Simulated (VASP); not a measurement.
# K2S (Fm-3m) in VASP: notebook

Aim: see how the results for K2S move with the level of theory and the settings. Levels: PBE, LDA, PBE+D4. Tasks: single point.

Everything below comes from runs of VASP 6.6.1. Logs are shortened: lines on timing, memory, paths and dates and some standing lists are left out, and cuts for length are marked.

## 1. The cell of the first run

Symmetry: Fm-3m, No. 225, cubic system. The conventional cell has a = 7.463 Å, b = 7.463 Å, c = 7.463 Å, α = 90.00°, β = 90.00°, γ = 90.00°. Within 4.3 Å of K (site symmetry -43m) lie 4 S at 3.23 Å and 6 K at 3.73 Å. S (site symmetry m-3m) has 8 K at 3.23 Å within 4.3 Å.

## 2. Single point, PBE (34.64 Å³/atom)

Input file INCAR:

```
ALGO = Normal ; EDIFF = 1E-6
ENCUT = 500 ; GGA = PE
GGA_COMPAT = F ; ISIF = 2
ISMEAR = 0 ; LASPH = T
LCHARG = F ; LREAL = F
LWAVE = F ; NBANDS = 19
NELM = 120 ; PREC = Accurate
SIGMA = 0.05
```

Input file KPOINTS:

```
k-points
0
Gamma
  8 8 8
```

Input file POSCAR:

```
K2S
1.0
    0.0000000000      3.7314651785      3.7314651785
    3.7314651785      0.0000000000      3.7314651785
    3.7314651785      3.7314651785      0.0000000000
K S
2 1
Direct
    0.2500000000      0.2500000000      0.2500000000
    0.7500000000      0.7500000000      0.7500000000
    0.0000000000      0.0000000000      0.0000000000
```

Potentials or basis: VASP PAW PBE potentials, release 64 (K_sv, S).

Command:

```
$ cat potpaw_PBE.64/K_sv/POTCAR potpaw_PBE.64/S/POTCAR > POTCAR
$ mpirun -np 1 vasp_std > vasp.out
```

OUTCAR:

```text
EDIFF = 1E-6
   ENCUT = 500
   GGA = PE
   ISIF = 2
   ISMEAR = 0
   LASPH = T
   LREAL = F
   NELM = 120
   PREC = Accurate

 ion  position               nearest neighbor table
   1  0.250  0.250  0.250-   3 3.23   3 3.23   3 3.23   3 3.23   2 3.73   2 3.73   2 3.73   2 3.73
                             2 3.73   2 3.73
   2  0.750  0.750  0.750-   3 3.23   3 3.23   3 3.23   3 3.23   1 3.73   1 3.73   1 3.73   1 3.73
                             1 3.73   1 3.73
   3  0.000  0.000  0.000-   2 3.23   2 3.23   2 3.23   1 3.23   1 3.23   1 3.23   2 3.23   1 3.23

  LATTYP: Found a face centered cubic cell.
 ALAT       =     7.4629303570

  Lattice vectors:

 A1 = (   0.0000000000,   3.7314651785,   3.7314651785)
 A2 = (   3.7314651785,   0.0000000000,   3.7314651785)
 A3 = (   3.7314651785,   3.7314651785,   0.0000000000)

Analysis of symmetry for initial positions (statically):
=====================================================================
 Subroutine PRICEL returns:
 Original cell was already a primitive cell.

 Routine SETGRP: Setting up the symmetry group for a
 face centered cubic supercell.

 Subroutine GETGRP returns: Found 48 space group operations
 (whereof 48 operations were pure point group operations)
 out of a pool of 48 trial point group operations.

The static configuration has the point symmetry O_h .

Analysis of symmetry for dynamics (positions and initial velocities):
=====================================================================
 Subroutine PRICEL returns:
 Original cell was already a primitive cell.

 Routine SETGRP: Setting up the symmetry group for a
 face centered cubic supercell.

 Subroutine GETGRP returns: Found 48 space group operations
 (whereof 48 operations were pure point group operations)
 out of a pool of 48 trial point group operations.

The dynamic configuration has the point symmetry O_h .

 Subroutine INISYM returns: Found 48 space group operations
 (whereof 48 operations are pure point group operations),
 and found     1 'primitive' translations

----------------------------------------------------------------------------------------

                                     Primitive cell

  volume of cell :     103.9126

  direct lattice vectors                    reciprocal lattice vectors
     0.000000000  3.731465179  3.731465179    -0.133995623  0.133995623  0.133995623
     3.731465179  0.000000000  3.731465179     0.133995623 -0.133995623  0.133995623
     3.731465179  3.731465179  0.000000000     0.133995623  0.133995623 -0.133995623
[... 87 lines left out ...]
   LREAL  =      F    real-space projection
   EDIFFG = 0.1E-04   stopping-criterion for IOM
   NSW    =      0    number of steps for IOM
   IBRION =     -1    ionic relax: 0-MD 1-quasi-New 2-CG
   NFREE  =      0    steps in history (QN), initial steepest desc. (CG)
   ISIF   =      2    stress and relaxation
   ISYM   =      2    0-nonsym 1-usesym 2-fastsym
   POTIM  = 0.5000    time-step for ionic-motion
   TEBEG  =    0.0;   TEEND  =   0.0 temperature during run
   PSTRESS=    0.0 pullay stress
   NELECT =      24.0000    total number of electrons
   NUPDOWN=      -1.0000    fix difference up-down
   EMIN   =  10.00;   EMAX   =-10.00  energy-range for DOS
   EFERMI =   0.00;   METHOD = LEGACY
   ISMEAR =     0;   SIGMA  =   0.05  broadening in eV -4-tet -1-fermi 0-gaus
   EFERMI_NEDOS =   21; number of points for ismear=-14 and -15
   IALGO  =     38    algorithm
   IMIX   =      4    mixing-type and parameters
     AMIX     =   0.40;   BMIX     =  1.00
     AMIX_MAG =   1.60;   BMIX_MAG =  1.00
  volume/ion in A,a.u.               =      34.64       233.75
  Fermi-wavevector in a.u.,A,eV,Ry     =   1.004437  1.898110 13.726820  1.008893
  Thomas-Fermi vector in A             =   2.137052
   LORBIT       =      0    0 simple, 1 ext, 2 COOP (PROOUT), +10 PAW based schemes
   GGA     = PE    functional components
   LHFCALC =     F    Hartree Fock is set to
   AEXX    =    0.0000 exact exchange contribution
   IVDW    =     0    specifies the selected vdW correction
   LEPSILON=     F    determine dielectric tensor
   LRPA    =     F    only Hartree local field effects (RPA)
 non-spin polarized calculation
 Gauss-broadening in eV      SIGMA  =   0.05
  energy-cutoff  :      500.00
  volume of cell :      103.91
 maximum number of plane-waves:      2685
 NGX is ok and might be reduce to    40
   NGX = 19   NGY = 19   NGZ = 19

 number of electron      24.0000000 magnetization

 Free energy of the ion-electron system (eV)
  ---------------------------------------------------
  ext. energy  EPLUGINS =         0.00000000
  ---------------------------------------------------
  free energy    TOTEN  =        -9.42079468 eV

  energy without entropy =       -9.42079468  energy(sigma->0) =       -9.42079468

 E-fermi :  -0.1534     XC(G=0):  -7.2519

 val. band max:       -0.4243022169   @ k =   0.5000   0.5000   0.0000
 cond. band min:       1.8963977335   @ k =   0.0000   0.0000   0.0000
 fundamental gap:      2.3206999504
 Fermi energy:        -0.1534454310

 k-point     1 :       0.0000    0.0000    0.0000
  band No.  band energies     occupation
      1     -29.6892      2.00000
      2     -29.6143      2.00000
      3     -13.2757      2.00000
      4     -13.2757      2.00000
      5     -13.2757      2.00000
      6     -13.0533      2.00000
[... 505 lines left out ...]
      6     -13.1796      2.00000
[... 11 lines left out ...]
     18       6.8220      0.00000
     19       7.5615      0.00000

 [... further k-points ...]

------------------------ aborting loop because EDIFF is reached ----------------------------------------

  FORCE on cell =-STRESS in cart. coord.  units (eV):
  Direction    XX          YY          ZZ          XY          YZ          ZX
  --------------------------------------------------------------------------------------
  -------------------------------------------------------------------------------------
  Total        0.0165160      0.0165160      0.0165160      0.0000000      0.0000000      0.0000000
  in kB        0.2546523      0.2546523      0.2546523      0.0000000      0.0000000      0.0000000
  external PRESSURE =       0.2546523 kB  Pullay stress =       0.0000000 kB

 VOLUME and BASIS-vectors are now :
 -----------------------------------------------------------------------------
  energy-cutoff  :      500.00
  volume of cell :      103.91
      direct lattice vectors                 reciprocal lattice vectors
     0.000000000  3.731465179  3.731465179    -0.133995623  0.133995623  0.133995623
     3.731465179  0.000000000  3.731465179     0.133995623 -0.133995623  0.133995623
     3.731465179  3.731465179  0.000000000     0.133995623  0.133995623 -0.133995623

 POSITION                                       TOTAL-FORCE (eV/Angst)
 -----------------------------------------------------------------------------------
      1.86573      1.86573      1.86573        -0.000000     -0.000000     -0.000000
      5.59720      5.59720      5.59720         0.000000      0.000000      0.000000
      0.00000      0.00000      0.00000         0.000000      0.000000      0.000000
 -----------------------------------------------------------------------------------
    total drift:                               -0.000000     -0.000000      0.000000

  FREE ENERGIE OF THE ION-ELECTRON SYSTEM (eV)
  ---------------------------------------------------
  free  energy   TOTEN  =        -9.4207946840 eV

  energy  without entropy=       -9.4207946840  energy(sigma->0) =       -9.42079468
```

It took 57 s on 1 thread of Intel Xeon Platinum 8488C (Sapphire Rapids), shared host; peak memory 0.25 GiB.

What came out:

- Free energy: -9.4208 eV
- Pressure: 0.0 GPa
- Band gap on the k mesh: 2.32 eV (least direct gap 2.49 eV)

## 3. Single point, PBE

Input file INCAR:

```
SYSTEM = K2S
PREC     = Accurate       ! precision mode
ENCUT    = 500            ! plane-wave cutoff, eV
EDIFF    = 1E-6           ! SCF threshold, eV
ISMEAR   = 0              ! smearing method
SIGMA    = 0.05           ! smearing width, eV
LREAL    = .FALSE.        ! projectors in reciprocal space
LASPH    = .TRUE.         ! aspherical terms in the spheres
NELM     = 120            ! most SCF steps
ALGO     = Normal         ! electronic algorithm
ISIF     = 2              ! what is computed and relaxed
LWAVE    = .FALSE.        ! write WAVECAR
LCHARG   = .FALSE.        ! write CHGCAR
GGA      = PE             ! functional
NBANDS   = 19             ! bands
GGA_COMPAT= .FALSE.
```

Input file KPOINTS:

```
regular mesh
0
G
  8 8 8
  0 0 0
```

POSCAR is that of step 2.

Potentials or basis: VASP PAW PBE potentials, release 64 (K_sv, S).

Command:

```
$ cat potpaw_PBE.64/K_sv/POTCAR potpaw_PBE.64/S/POTCAR > POTCAR
$ mpirun -np 1 vasp_std > vasp.out
```

OUTCAR:

```text
SYSTEM = K2S
   PREC = Accurate
   ENCUT = 500
   EDIFF = 1E-6
   ISMEAR = 0
   LREAL = .FALSE.
   LASPH = .TRUE.
   NELM = 120
   ISIF = 2
   GGA = PE

 ion  position               nearest neighbor table
   1  0.250  0.250  0.250-   3 3.23   3 3.23   3 3.23   3 3.23   2 3.73   2 3.73   2 3.73   2 3.73
                             2 3.73   2 3.73
   2  0.750  0.750  0.750-   3 3.23   3 3.23   3 3.23   3 3.23   1 3.73   1 3.73   1 3.73   1 3.73
                             1 3.73   1 3.73
   3  0.000  0.000  0.000-   2 3.23   2 3.23   2 3.23   1 3.23   1 3.23   1 3.23   2 3.23   1 3.23

  LATTYP: Found a face centered cubic cell.
 ALAT       =     7.4629303570

  Lattice vectors:

 A1 = (   0.0000000000,   3.7314651785,   3.7314651785)
 A2 = (   3.7314651785,   0.0000000000,   3.7314651785)
 A3 = (   3.7314651785,   3.7314651785,   0.0000000000)

Analysis of symmetry for initial positions (statically):
=====================================================================
 Subroutine PRICEL returns:
 Original cell was already a primitive cell.

 Routine SETGRP: Setting up the symmetry group for a
 face centered cubic supercell.

 Subroutine GETGRP returns: Found 48 space group operations
 (whereof 48 operations were pure point group operations)
 out of a pool of 48 trial point group operations.

The static configuration has the point symmetry O_h .

Analysis of symmetry for dynamics (positions and initial velocities):
=====================================================================
 Subroutine PRICEL returns:
 Original cell was already a primitive cell.

 Routine SETGRP: Setting up the symmetry group for a
 face centered cubic supercell.

 Subroutine GETGRP returns: Found 48 space group operations
 (whereof 48 operations were pure point group operations)
 out of a pool of 48 trial point group operations.

The dynamic configuration has the point symmetry O_h .

 Subroutine INISYM returns: Found 48 space group operations
 (whereof 48 operations are pure point group operations),
[... 117 lines left out ...]
     AMIX     =   0.40;   BMIX     =  1.00
     AMIX_MAG =   1.60;   BMIX_MAG =  1.00
  volume/ion in A,a.u.               =      34.64       233.75
  Fermi-wavevector in a.u.,A,eV,Ry     =   1.004437  1.898110 13.726820  1.008893
  Thomas-Fermi vector in A             =   2.137052
   LORBIT       =      0    0 simple, 1 ext, 2 COOP (PROOUT), +10 PAW based schemes
   GGA     = PE    functional components
   LHFCALC =     F    Hartree Fock is set to
   AEXX    =    0.0000 exact exchange contribution
   IVDW    =     0    specifies the selected vdW correction
   LEPSILON=     F    determine dielectric tensor
   LRPA    =     F    only Hartree local field effects (RPA)
 non-spin polarized calculation
 Gauss-broadening in eV      SIGMA  =   0.05
  energy-cutoff  :      500.00
  volume of cell :      103.91
 maximum number of plane-waves:      2685
 NGX is ok and might be reduce to    40
   NGX = 19   NGY = 19   NGZ = 19

 number of electron      24.0000000 magnetization

 Free energy of the ion-electron system (eV)
  ---------------------------------------------------
  ext. energy  EPLUGINS =         0.00000000
  ---------------------------------------------------
  free energy    TOTEN  =        -9.42079468 eV

  energy without entropy =       -9.42079468  energy(sigma->0) =       -9.42079468

 E-fermi :  -0.1534     XC(G=0):  -7.2519

 val. band max:       -0.4243022169   @ k =   0.5000   0.5000   0.0000
 cond. band min:       1.8963977335   @ k =   0.0000   0.0000   0.0000
 fundamental gap:      2.3206999504
 Fermi energy:        -0.1534454310

 k-point     1 :       0.0000    0.0000    0.0000
  band No.  band energies     occupation
      1     -29.6892      2.00000
      2     -29.6143      2.00000
      3     -13.2757      2.00000
      4     -13.2757      2.00000
      5     -13.2757      2.00000
      6     -13.0533      2.00000
[... 505 lines left out ...]
      6     -13.1796      2.00000
[... 11 lines left out ...]
     18       6.8220      0.00000
     19       7.5615      0.00000

 [... further k-points ...]

------------------------ aborting loop because EDIFF is reached ----------------------------------------

  FORCE on cell =-STRESS in cart. coord.  units (eV):
  Direction    XX          YY          ZZ          XY          YZ          ZX
  --------------------------------------------------------------------------------------
  -------------------------------------------------------------------------------------
  Total        0.0165160      0.0165160      0.0165160      0.0000000      0.0000000      0.0000000
  in kB        0.2546523      0.2546523      0.2546523      0.0000000      0.0000000      0.0000000
  external PRESSURE =       0.2546523 kB  Pullay stress =       0.0000000 kB

 VOLUME and BASIS-vectors are now :
 -----------------------------------------------------------------------------
  energy-cutoff  :      500.00
  volume of cell :      103.91
      direct lattice vectors                 reciprocal lattice vectors
     0.000000000  3.731465179  3.731465179    -0.133995623  0.133995623  0.133995623
     3.731465179  0.000000000  3.731465179     0.133995623 -0.133995623  0.133995623
     3.731465179  3.731465179  0.000000000     0.133995623  0.133995623 -0.133995623

 POSITION                                       TOTAL-FORCE (eV/Angst)
 -----------------------------------------------------------------------------------
      1.86573      1.86573      1.86573        -0.000000     -0.000000     -0.000000
      5.59720      5.59720      5.59720         0.000000      0.000000      0.000000
      0.00000      0.00000      0.00000         0.000000      0.000000      0.000000
 -----------------------------------------------------------------------------------
    total drift:                               -0.000000     -0.000000      0.000000

  FREE ENERGIE OF THE ION-ELECTRON SYSTEM (eV)
  ---------------------------------------------------
  free  energy   TOTEN  =        -9.4207946840 eV

  energy  without entropy=       -9.4207946840  energy(sigma->0) =       -9.42079468
```

OSZICAR:

```text
N       E                     dE             d eps       ncg     rms          rms(c)
DAV:   1     0.154848624902E+03    0.15485E+03   -0.10667E+04  1102   0.105E+03
DAV:   2     0.179171746726E+01   -0.15306E+03   -0.14960E+03  1231   0.302E+02
DAV:   3    -0.105726565587E+02   -0.12364E+02   -0.12321E+02  2009   0.658E+01
DAV:   4    -0.108590204741E+02   -0.28636E+00   -0.28620E+00  1553   0.952E+00
DAV:   5    -0.108729432768E+02   -0.13923E-01   -0.13922E-01  1760   0.134E+00    0.516E+00
DAV:   6    -0.948612023670E+01    0.13868E+01   -0.37670E+00  1500   0.731E+00    0.465E+00
DAV:   7    -0.940307803435E+01    0.83042E-01   -0.95859E-01  1457   0.312E+00    0.341E+00
DAV:   8    -0.943112465110E+01   -0.28047E-01   -0.27685E-01  1240   0.198E+00    0.104E+00
DAV:   9    -0.941479158654E+01    0.16333E-01   -0.93908E-02  1262   0.860E-01    0.565E-01
DAV:  10    -0.942118416025E+01   -0.63926E-02   -0.12044E-02  1237   0.401E-01    0.167E-01
DAV:  11    -0.942049280184E+01    0.69136E-03   -0.63165E-03  1327   0.239E-01    0.105E-01
DAV:  12    -0.942081315618E+01   -0.32035E-03   -0.24007E-03  1237   0.139E-01    0.113E-01
DAV:  13    -0.942079114576E+01    0.22010E-04   -0.93854E-04  1286   0.926E-02    0.186E-02
DAV:  14    -0.942079440853E+01   -0.32628E-05   -0.29105E-05  1237   0.240E-02    0.105E-02
DAV:  15    -0.942079468398E+01   -0.27545E-06   -0.47128E-06  1125   0.700E-03
   1 F= -.94207947E+01 E0= -.94207947E+01  d E =-.139003E-15
```

Run time: 56 s. Hardware: 1 thread of Intel Xeon Platinum 8488C (Sapphire Rapids), shared host; peak memory 0.24 GiB.

Results:

```yaml
Free_energy: -9.4208 eV
Pressure: 0.0 GPa
Band_gap_on_the_k_mesh: 2.32 eV (least direct gap 2.49 eV)
```

A k mesh can miss the band edges.

## 4. Single point, LDA

Input file INCAR:

```
SYSTEM = K2S
  PREC = Accurate
  ENCUT = 500
  EDIFF = 1E-6
  ISMEAR = 0
  SIGMA = 0.05
  LREAL = .FALSE.
  LASPH = .TRUE.
  NELM = 120
  ALGO = Normal
  ISIF = 2
  LWAVE = .FALSE.
  LCHARG = .FALSE.
  GGA = CA
  NBANDS = 19
  GGA_COMPAT = .FALSE.
```

KPOINTS is that of step 3.

POSCAR is that of step 3.

Potentials or basis: VASP PAW LDA potentials, release 64 (K_sv, S).

Command:

```
$ cat potpaw_LDA.64/K_sv/POTCAR potpaw_LDA.64/S/POTCAR > POTCAR
$ mpirun -np 1 vasp_std > vasp.out
```

Run time: 53 s. Hardware: 1 thread of Intel Xeon Platinum 8488C (Sapphire Rapids), shared host; peak memory 0.22 GiB.

The run converged. Its results:

```
Free energy            : -10.3353 eV
Pressure               : -2.0 GPa
Band gap on the k mesh : 2.06 eV (least direct gap 2.24 eV)
```

Levels at points of the mesh, in eV from the valence-band top:
```tsv
k point	band 8	band 9	band 10	band 11	band 12	band 13	band 14	band 15	band 16	band 17
(0.00, 0.00, 0.00)	-12.45	-9.54	-0.19	-0.19	-0.19	2.06	5.26	5.26	7.21	7.21
(0.50, 0.00, 0.00)	-12.57	-9.34	-0.65	-0.06	-0.06	4.47	4.65	5.59	5.59	7.41
(0.50, 0.50, 0.00)	-12.38	-9.30	-0.77	0.00	0.00	3.29	5.01	6.26	6.37	7.31
```

A k mesh can miss the band edges. Expect the measured gap to be larger: semilocal functionals such as LDA lack the derivative discontinuity.

## 5. Single point, PBE+D4

Input file INCAR:

```
PREC     = Accurate       # precision mode
ENCUT    = 500            # plane-wave cutoff, eV
EDIFF    = 1E-6           # SCF threshold, eV
ISMEAR   = 0              # smearing method
SIGMA    = 0.05           # smearing width, eV
LREAL    = False          # projectors in reciprocal space
LASPH    = True           # aspherical terms in the spheres
NELM     = 120            # most SCF steps
ALGO     = Normal         # electronic algorithm
ISIF     = 2              # what is computed and relaxed
LWAVE    = False          # write WAVECAR
LCHARG   = False          # write CHGCAR
GGA      = PE             # functional
IVDW     = 13             # dispersion correction
NBANDS   = 19             # bands
GGA_COMPAT= False
```

Input file KPOINTS:

```
Automatic mesh
0
Gamma
  8 8 8
```

POSCAR is that of step 4.

Potentials or basis: VASP PAW PBE potentials, release 64 (K_sv, S).

Command:

```
$ cat potpaw_PBE.64/K_sv/POTCAR potpaw_PBE.64/S/POTCAR > POTCAR
$ mpirun -np 1 vasp_std > vasp.out
```

It took 55 s on 1 thread of Intel Xeon Platinum 8488C (Sapphire Rapids), shared host; peak memory 0.24 GiB.

Results (log left out):

```yaml
Free_energy: -9.7038 eV
Pressure: -0.4 GPa
Band_gap_on_the_k_mesh: 2.32 eV (least direct gap 2.49 eV)
Dispersion_energy_per_atom: -0.094 eV
```

Levels at points of the mesh, in eV from the valence-band top:
```
           k point  band 10  band 11  band 12  band 13  band 14  band 15
(0.00, 0.00, 0.00)    -0.17    -0.17    -0.17     2.32     5.46     5.46
(0.50, 0.00, 0.00)    -0.60    -0.06    -0.06     4.67     4.91     5.78
(0.50, 0.50, 0.00)    -0.72     0.00     0.00     3.50     5.24     6.47
```

A k mesh can miss the band edges. A hybrid or GW would open this gap; PBE tends to underestimate it.

## 6. Overview

```csv
level,potentials or basis,gap on the mesh (eV),pressure (GPa)
PBE,"VASP PAW PBE potentials, release 64 (K_sv, S)",2.32,0.0
LDA,"VASP PAW LDA potentials, release 64 (K_sv, S)",2.06,-2.0
PBE+D4,"VASP PAW PBE potentials, release 64 (K_sv, S)",2.32,-0.4
```

Alike in all rows: task single point; no spin polarisation; cell as given; k mesh 8 × 8 × 8; cutoff (eV) 500; smearing gaussian 0.05 eV.

Absolute energies hang on the potentials; compare differences alone.
